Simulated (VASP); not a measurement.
# NbAs in VASP: further runs

The runs below take NbAs through single point, with PBE.

Program: VASP 6.6.1. These are calculated values, not measurements. Logs are shortened: lines on timing, memory, paths and dates and some standing lists are left out, and cuts for length are marked.

**1. The cell of the first run**

The structure is tetragonal, space group I4_1md (No. 109). Conventional cell: a = 3.452 Å, b = 3.452 Å, c = 11.680 Å, α = 90.00°, β = 90.00°, γ = 90.00°. Within 3.5 Å of Nb (site symmetry 2mm) lie 6 As at 2.60 to 2.63 Å and 8 Nb at 3.39 to 3.45 Å. As (site symmetry 2mm) has 6 Nb at 2.60 to 2.63 Å and 8 As at 3.39 to 3.45 Å within 3.5 Å.

**2. Single point, PBE**

File INCAR:

```
SYSTEM = NbAs
ALGO = Normal ; EDIFF = 1E-6
ENCUT = 520 ; GGA = PE
ISIF = 2 ; ISMEAR = 0
LASPH = .True. ; LCHARG = .True.
LELF = .True. ; LREAL = .False.
LVHAR = .True. ; LWAVE = .False.
NBANDS = 26 ; NELM = 100
PREC = Accurate ; SIGMA = 0.05
```

File KPOINTS:

```
k-points
0
Gamma
  10 10 10
  0 0 0
```

File POSCAR:

```
NbAs
1.0
    0.0000000000     -3.4517000000      0.0000000000
    3.4517000000      0.0000000000      0.0000000000
   -1.7258500000      1.7258500000      5.8400000000
Nb As
2 2
Direct
    0.0000000000      0.0000000000      0.0000000000
    0.7500000000      0.2500000000      0.5000000000
    0.4160000000      0.4160000000      0.8320000000
    0.1660000000      0.6660000000      0.3320000000
```

Potentials or basis: VASP PAW PBE potentials, release 64 (Nb_sv, As).

The run is started by

```sh
cat potpaw_PBE.64/Nb_sv/POTCAR potpaw_PBE.64/As/POTCAR > POTCAR
mpirun -np 1 vasp_std > vasp.out
```

OUTCAR:

```text
SYSTEM = NbAs
   EDIFF = 1E-6
   ENCUT = 520
   GGA = PE
   ISIF = 2
   ISMEAR = 0
   LASPH = .True.
   LREAL = .False.
   NELM = 100
   PREC = Accurate

 ion  position               nearest neighbor table
   1  0.000  0.000  0.000-   4 2.60   4 2.60   3 2.63   3 2.63   3 2.63   3 2.63
   2  0.750  0.250  0.500-   3 2.60   3 2.60   4 2.63   4 2.63   4 2.63   4 2.63
   3  0.416  0.416  0.832-   2 2.60   2 2.60   1 2.63   1 2.63   1 2.63   1 2.63
   4  0.166  0.666  0.332-   1 2.60   1 2.60   2 2.63   2 2.63   2 2.63   2 2.63

  LATTYP: Found a body centered tetragonal cell.
 ALAT       =     3.4517000000
 C/A-ratio  =     3.3838398470

  Lattice vectors:

 A1 = (  -1.7258500000,  -1.7258500000,  -5.8400000000)
 A2 = (   1.7258500000,   1.7258500000,  -5.8400000000)
 A3 = (   1.7258500000,  -1.7258500000,   5.8400000000)

Analysis of symmetry for initial positions (statically):
=====================================================================
 Subroutine PRICEL returns:
 Original cell was already a primitive cell.

 Routine SETGRP: Setting up the symmetry group for a
 body centered tetragonal supercell.

 Subroutine GETGRP returns: Found  8 space group operations
 (whereof  4 operations were pure point group operations)
 out of a pool of 16 trial point group operations.

The static configuration has the point symmetry C_2v.
 The point group associated with its full space group is C_4v.

Analysis of symmetry for dynamics (positions and initial velocities):
=====================================================================
 Subroutine PRICEL returns:
 Original cell was already a primitive cell.

 Routine SETGRP: Setting up the symmetry group for a
 body centered tetragonal supercell.

 Subroutine GETGRP returns: Found  8 space group operations
 (whereof  4 operations were pure point group operations)
 out of a pool of 16 trial point group operations.

The dynamic configuration has the point symmetry C_2v.
 The point group associated with its full space group is C_4v.

 Subroutine INISYM returns: Found  8 space group operations
 (whereof  4 operations are pure point group operations),
 and found     1 'primitive' translations

----------------------------------------------------------------------------------------

                                     Primitive cell

  volume of cell :      69.5791

  direct lattice vectors                    reciprocal lattice vectors
     0.000000000 -3.451700000  0.000000000     0.000000000 -0.289712316  0.085616438
     3.451700000  0.000000000  0.000000000     0.289712316  0.000000000  0.085616438
    -1.725850000  1.725850000  5.840000000     0.000000000  0.000000000  0.171232877

  length of vectors
     3.451700000  3.451700000  6.329511549     0.302098329  0.302098329  0.171232877

  position of ions in fractional coordinates (direct lattice)
     0.000000000  0.000000000  0.000000000
     0.750000000  0.250000000  0.500000000
     0.416000000  0.416000000  0.832000000
     0.166000000  0.666000000  0.332000000

  ion indices of the primitive-cell ions
   primitive index   ion index
                 1           1
                 2           2
                 3           3
                 4           4

----------------------------------------------------------------------------------------

 KPOINTS: k-points

Automatic generation of k-mesh.
 Grid dimensions read from file:
 generate k-points for:   10   10   10

 Generating k-lattice:

  Cartesian coordinates                     Fractional coordinates (reciprocal lattice)
     0.000000000 -0.028971232  0.008561644     0.100000000  0.000000000 -0.000000000
     0.028971232  0.000000000  0.008561644     0.000000000  0.100000000 -0.000000000
     0.000000000  0.000000000  0.017123288     0.000000000  0.000000000  0.100000000

  Length of vectors
     0.030209833  0.030209833  0.017123288

  Shift w.r.t. Gamma in fractional coordinates (k-lattice)
     0.000000000  0.000000000  0.000000000

 Subroutine IBZKPT returns following result:
 ===========================================

 Found    102 irreducible k-points:

 Following reciprocal coordinates:
            Coordinates               Weight
  0.000000  0.000000  0.000000      1.000000
  0.100000  0.000000 -0.000000      8.000000
  0.200000  0.000000 -0.000000      8.000000
  0.300000  0.000000 -0.000000      8.000000
  0.400000  0.000000 -0.000000      8.000000
  0.500000  0.000000 -0.000000      4.000000
[... 16 lines left out ...]
  0.300000  0.300000 -0.000000      8.000000
  0.400000  0.300000  0.000000     16.000000
 [... further k-points ...]
   k-points           NKPTS =    102   k-points in BZ     NKDIM =    102   number of bands    NBANDS=     26
   number of dos      NEDOS =    301   number of ions     NIONS =      4
   total plane-waves  NPLWV =  37632
   dimension x,y,z NGX =    28 NGY =   28 NGZ =   48
   dimension x,y,z NGXF=    56 NGYF=   56 NGZF=   96
   ions per type =               2   2
   NGX,Y,Z   is equivalent  to a cutoff of  13.49, 13.49, 12.61 a.u.
   NGXF,Y,Z  is equivalent  to a cutoff of  26.97, 26.97, 25.21 a.u.
 SYSTEM =  NbAs
   PREC   = accura    normal or accurate (medium, high low for compatibility)
   ISTART =      0    job   : 0-new  1-cont  2-samecut
   ICHARG =      2    charge: 1-file 2-atom 10-const
   ISPIN  =      1    spin polarized calculation?
   LNONCOLLINEAR =      F non collinear calculations
   LSORBIT =      F    spin-orbit coupling
   LASPH  =      T    aspherical Exc in radial PAW
   ENCUT  =  520.0 eV  38.22 Ry    6.18 a.u.   6.42  6.42 11.77*2*pi/ulx,y,z
   NELM   =    100;   NELMIN=  2; NELMDL= -5     # of ELM steps
   EDIFF  = 0.1E-05   stopping-criterion for ELM
   LREAL  =      F    real-space projection
   EDIFFG = 0.1E-04   stopping-criterion for IOM
   NSW    =      0    number of steps for IOM
   IBRION =     -1    ionic relax: 0-MD 1-quasi-New 2-CG
   NFREE  =      0    steps in history (QN), initial steepest desc. (CG)
   ISIF   =      2    stress and relaxation
   ISYM   =      2    0-nonsym 1-usesym 2-fastsym
   POTIM  = 0.5000    time-step for ionic-motion
   TEBEG  =    0.0;   TEEND  =   0.0 temperature during run
   PSTRESS=    0.0 pullay stress
   NELECT =      36.0000    total number of electrons
   NUPDOWN=      -1.0000    fix difference up-down
   EMIN   =  10.00;   EMAX   =-10.00  energy-range for DOS
   EFERMI =   0.00;   METHOD = LEGACY
   ISMEAR =     0;   SIGMA  =   0.05  broadening in eV -4-tet -1-fermi 0-gaus
   EFERMI_NEDOS =   21; number of points for ismear=-14 and -15
   IALGO  =     38    algorithm
   IMIX   =      4    mixing-type and parameters
     AMIX     =   0.40;   BMIX     =  1.00
     AMIX_MAG =   1.60;   BMIX_MAG =  1.00
  volume/ion in A,a.u.               =      17.39       117.39
  Fermi-wavevector in a.u.,A,eV,Ry     =   1.314264  2.483599 23.501213  1.727290
  Thomas-Fermi vector in A             =   2.444529
   LORBIT       =      0    0 simple, 1 ext, 2 COOP (PROOUT), +10 PAW based schemes
   GGA     = PE    functional components
   LHFCALC =     F    Hartree Fock is set to
   AEXX    =    0.0000 exact exchange contribution
   IVDW    =     0    specifies the selected vdW correction
   LEPSILON=     F    determine dielectric tensor
   LRPA    =     F    only Hartree local field effects (RPA)
 non-spin polarized calculation
 Gauss-broadening in eV      SIGMA  =   0.05
  energy-cutoff  :      520.00
  volume of cell :       69.58
 maximum number of plane-waves:      1898
 NGX is ok and might be reduce to    28
   NGX = 13   NGY = 13   NGZ = 23

 number of electron      36.0000001 magnetization

 Free energy of the ion-electron system (eV)
  ---------------------------------------------------
  ext. energy  EPLUGINS =         0.00000000
  ---------------------------------------------------
  free energy    TOTEN  =       -32.50494085 eV

  energy without entropy =      -32.50383918  energy(sigma->0) =      -32.50439002

 E-fermi :   9.6414     XC(G=0): -11.8492

 val. band max:        9.6152727327   @ k =   0.5000   0.0000   0.1000
 cond. band min:       9.6494355549   @ k =   0.5000   0.0000   0.1000
 fundamental gap:      0.0341628222
 Fermi energy:         9.6413930730

 k-point     1 :       0.0000    0.0000    0.0000
  band No.  band energies     occupation
      1     -45.4858      2.00000
      2     -45.4574      2.00000
      3     -21.7044      2.00000
      4     -21.5969      2.00000
      5     -21.5969      2.00000
      6     -21.4375      2.00000
[... 18 lines left out ...]
     25      13.6094      0.00000
     26      13.6101      0.00000

 k-point     2 :       0.1000    0.0000   -0.0000
  band No.  band energies     occupation
      1     -45.4842      2.00000
      2     -45.4568      2.00000
      3     -21.6978      2.00000
      4     -21.6161      2.00000
      5     -21.5951      2.00000
      6     -21.4570      2.00000
[... 18 lines left out ...]
     25      13.7221      0.00000
     26      14.0112      0.00000

 k-point     3 :       0.2000    0.0000   -0.0000
  band No.  band energies     occupation
      1     -45.4797      2.00000
      2     -45.4553      2.00000
      3     -21.6951      2.00000
      4     -21.6508      2.00000
      5     -21.5904      2.00000
      6     -21.5040      2.00000
[... 18 lines left out ...]
     25      14.0302      0.00000
     26      14.8620      0.00000

 k-point     4 :       0.3000    0.0000   -0.0000
  band No.  band energies     occupation
      1     -45.4739      2.00000
      2     -45.4538      2.00000
      3     -21.7474      2.00000
      4     -21.6386      2.00000
      5     -21.5845      2.00000
      6     -21.5550      2.00000
[... 18 lines left out ...]
     25      13.9980      0.00000
     26      15.5834      0.00000
[... 496 lines left out ...]
      1     -45.4749      2.00000
      2     -45.4520      2.00000
      3     -21.6878      2.00000
      4     -21.6675      2.00000
      5     -21.6269      2.00000
      6     -21.5031      2.00000
[... 18 lines left out ...]
     25      13.4856      0.00000
     26      15.0141      0.00000

 k-point    23 :       0.3000    0.3000   -0.0000
  band No.  band energies     occupation
      1     -45.4611      2.00000
      2     -45.4513      2.00000
      3     -21.7278      2.00000
      4     -21.7258      2.00000
      5     -21.5826      2.00000
      6     -21.5501      2.00000
[... 18 lines left out ...]
     25      14.3288      0.00000
     26      14.8941      0.00000

 k-point    24 :       0.4000    0.3000    0.0000
  band No.  band energies     occupation
      1     -45.4566      2.00000
      2     -45.4499      2.00000
      3     -21.7758      2.00000
      4     -21.7186      2.00000
      5     -21.5992      2.00000
      6     -21.5549      2.00000
[... 18 lines left out ...]
     25      14.5122      0.00000
     26      14.9726      0.00000

 [... further k-points ...]

------------------------ aborting loop because EDIFF is reached ----------------------------------------

  FORCE on cell =-STRESS in cart. coord.  units (eV):
  Direction    XX          YY          ZZ          XY          YZ          ZX
  --------------------------------------------------------------------------------------
  -------------------------------------------------------------------------------------
  Total        1.3280734      1.3280734      1.6479778      0.0000000      0.0000000      0.0000000
  in kB       30.5811442     30.5811442     37.9474858      0.0000000      0.0000000      0.0000000
  external PRESSURE =      33.0365914 kB  Pullay stress =       0.0000000 kB

 VOLUME and BASIS-vectors are now :
 -----------------------------------------------------------------------------
  energy-cutoff  :      520.00
  volume of cell :       69.58
      direct lattice vectors                 reciprocal lattice vectors
     0.000000000 -3.451700000  0.000000000     0.000000000 -0.289712316  0.085616438
     3.451700000  0.000000000  0.000000000     0.289712316  0.000000000  0.085616438
    -1.725850000  1.725850000  5.840000000     0.000000000  0.000000000  0.171232877

 POSITION                                       TOTAL-FORCE (eV/Angst)
 -----------------------------------------------------------------------------------
      0.00000      0.00000      0.00000         0.000000      0.000000     -0.295774
      0.00000     -1.72585      2.92000        -0.000000     -0.000000     -0.295774
     -0.00000      0.00000      4.85888         0.000000     -0.000000      0.295774
      1.72585      0.00000      1.93888         0.000000     -0.000000      0.295774
 -----------------------------------------------------------------------------------
    total drift:                                0.000000     -0.000000      0.000052

  FREE ENERGIE OF THE ION-ELECTRON SYSTEM (eV)
  ---------------------------------------------------
  free  energy   TOTEN  =       -32.5049408490 eV

  energy  without entropy=      -32.5038391839  energy(sigma->0) =      -32.50439002
```

It took 80 s on 1 thread of Intel Xeon 6975P-C (Granite Rapids), shared host; peak memory 0.3 GiB.

What came out:

| Property | Result |
| --- | --- |
| Free energy | -32.5049 eV |
| Pressure | 3.3 GPa |
| Largest force | 0.296 eV/Å |
| Band gap on the k mesh | zero (bands 18 and 19 overlap by 0.03 eV) |

Forces in eV/Å, atoms in the order of the input:
```
Nb   0.000  0.000 -0.296
Nb   0.000  0.000 -0.296
As   0.000  0.000  0.296
As   0.000  0.000  0.296
```

Stress tensor (GPa, compression positive):
```
3.06 0.00 0.00
0.00 3.06 0.00
0.00 0.00 3.79
```

Caveat: the cell stands under pressure.

**3. Single point, PBE**

This run uses another cell than the first one, of 18.44 Å³/atom.

File INCAR:

```
SYSTEM = NbAs
PREC = Accurate
ENCUT = 520
EDIFF = 1E-6
ISMEAR = 0
SIGMA = 0.05
LREAL = .FALSE.
LASPH = .TRUE.
NELM = 100
ALGO = Normal
ISIF = 2
LWAVE = .FALSE.
LCHARG = .TRUE.
GGA = PE
LELF = .TRUE.
LVHAR = .TRUE.
NBANDS = 26
```

File KPOINTS:

```
regular mesh
0
G
  10 10 10
  0 0 0
```

File POSCAR:

```
NbAs
1.0
    0.0000000000     -3.5193975792      0.0000000000
    3.5193975792      0.0000000000      0.0000000000
   -1.7596987896      1.7596987896      5.9545388829
Nb As
2 2
Direct
    0.0000000000      0.0000000000      0.0000000000
    0.7500000000      0.2500000000      0.5000000000
    0.4160000000      0.4160000000      0.8320000000
    0.1660000000      0.6660000000      0.3320000000
```

Potentials or basis: VASP PAW PBE potentials, release 64 (Nb_sv, As).

The run is started by

```sh
cat potpaw_PBE.64/Nb_sv/POTCAR potpaw_PBE.64/As/POTCAR > POTCAR
mpirun -np 1 vasp_std > vasp.out
```

Run time: 79 s. Hardware: 1 thread of Intel Xeon 6975P-C (Granite Rapids), shared host; peak memory 0.3 GiB.

Results (log left out):

```
Free energy            : -32.4669 eV
Pressure               : -5.9 GPa
Largest force          : 0.228 eV/Å
Band gap on the k mesh : zero (bands 18 and 19 overlap by 0.02 eV)
```

Forces on the atoms (eV/Å):
```
Nb   0.000  0.000 -0.228
Nb   0.000  0.000 -0.228
As   0.000  0.000  0.228
As   0.000  0.000  0.228
```

Stress tensor (GPa, compression positive):
```
-6.44  0.00  0.00
 0.00 -6.44  0.00
 0.00  0.00 -4.67
```

Levels at points of the mesh, in eV from the Fermi level:
| k point | band 15 | band 16 | band 17 | band 18 | band 19 | band 20 | band 21 | band 22 |
| --- | --- | --- | --- | --- | --- | --- | --- | --- |
| (0.00, 0.00, 0.00) | -1.86 | -1.53 | -1.33 | -1.33 | 0.67 | 1.19 | 2.23 | 2.78 |
| (0.50, 0.00, 0.00) | -2.08 | -1.80 | -1.28 | -0.07 | 0.06 | 1.09 | 1.95 | 2.12 |
| (0.50, 0.50, 0.00) | -2.69 | -2.69 | -0.56 | -0.56 | 2.21 | 2.21 | 2.48 | 2.48 |
| (0.00, 0.00, 0.50) | -2.30 | -2.30 | -0.56 | -0.56 | 0.92 | 0.92 | 1.77 | 1.77 |

Caveat: the cell stands under tension.

**4. Single point, PBE**

File INCAR:

```
PREC = Accurate
ENCUT = 520
EDIFF = 1E-6
ISMEAR = 0
SIGMA = 0.05
LREAL = F
LASPH = T
NELM = 60
ALGO = Normal
ISIF = 2
LWAVE = F
LCHARG = F
GGA = PE
NBANDS = 26
```

File KPOINTS:

```
Automatic mesh
0
Gamma
  10 10 10
```

File POSCAR:

```
NbAs
1.0
    0.0000000000     -3.4517000000      0.0000000000
    3.4517000000      0.0000000000      0.0000000000
   -1.7258500000      1.7258500000      5.8400000000
Nb As
2 2
Direct
    0.0000000000      0.0000000000      0.0000000000
    0.7500000000      0.2500000000      0.5000000000
    0.4160000000      0.4160000000      0.8320000000
    0.1660000000      0.6804856158      0.3320000000
```

The run is started by

```sh
cat potpaw_PBE.64/Nb_sv/POTCAR potpaw_PBE.64/As/POTCAR > POTCAR
mpirun -np 1 vasp_std > vasp.out
```

It took 3.8 min on 1 thread of Intel Xeon 6975P-C (Granite Rapids), shared host; peak memory 0.53 GiB.

It converged, with:

| Property | Result |
| --- | --- |
| Free energy | -32.4891 eV |
| Pressure | 3.4 GPa |
| Largest force | 0.710 eV/Å |
| Band gap on the k mesh | zero (bands 18 and 19 overlap by 0.05 eV) |

Forces on the atoms (eV/Å):
```
Nb   0.230  0.000 -0.307
Nb   0.368  0.000 -0.289
As   0.048  0.000  0.300
As  -0.646  0.000  0.296
```

Stress tensor (GPa, compression positive):
```
3.18 0.00 0.06
0.00 3.21 0.00
0.06 0.00 3.92
```

Levels at points of the mesh, in eV from the Fermi level:
```
           k point  band 15  band 16  band 17  band 18  band 19  band 20  band 21  band 22
(0.00, 0.00, 0.00)    -2.01    -1.68    -1.39    -1.38     0.72     1.29     2.40     3.01
(0.50, 0.00, 0.00)    -2.20    -1.88    -1.41    -0.12     0.10     1.16     2.13     2.28
(0.00, 0.50, 0.50)    -2.16    -1.83    -1.39    -0.10     0.03     1.15     2.13     2.28
(0.00, 0.50, 0.00)    -2.25    -1.94    -1.44    -0.02     0.06     1.16     2.13     2.29
(0.50, 0.50, 0.00)    -2.82    -2.79    -0.62    -0.58     2.41     2.41     2.68     2.70
(0.00, 0.00, 0.50)    -2.52    -2.48    -0.53    -0.51     0.99     1.00     1.91     1.91
```

Caveat: the cell stands under pressure.

**5. Summary**

```csv
cell,gap on the mesh (eV),pressure (GPa),largest force (eV/Å)
"a = 3.452, b = 3.452, c = 6.330 Å, angles 105.8, 105.8, 90.0°, 4 atoms, atomic positions A",none,3.3,0.30
"a = 3.519, b = 3.519, c = 6.454 Å, angles 105.8, 105.8, 90.0°, 4 atoms, atomic positions A",none,-5.9,0.23
"a = 3.452, b = 3.452, c = 6.330 Å, angles 105.8, 105.8, 90.0°, 4 atoms, atomic positions B",none,3.4,0.71
```

Alike in all rows: task single point; level PBE; potentials or basis VASP PAW PBE potentials, release 64 (Nb_sv, As); no spin polarisation; k mesh 10 × 10 × 10; cutoff (eV) 520; smearing gaussian 0.05 eV.

Caveats: the cell stands under pressure (at least some runs); the cell stands under tension (at least some runs).

Total energies depend on the potentials used, so only differences within one code and one set of settings carry meaning.

The gap in the log of VASP goes by the Fermi energy; the results here count the filled bands.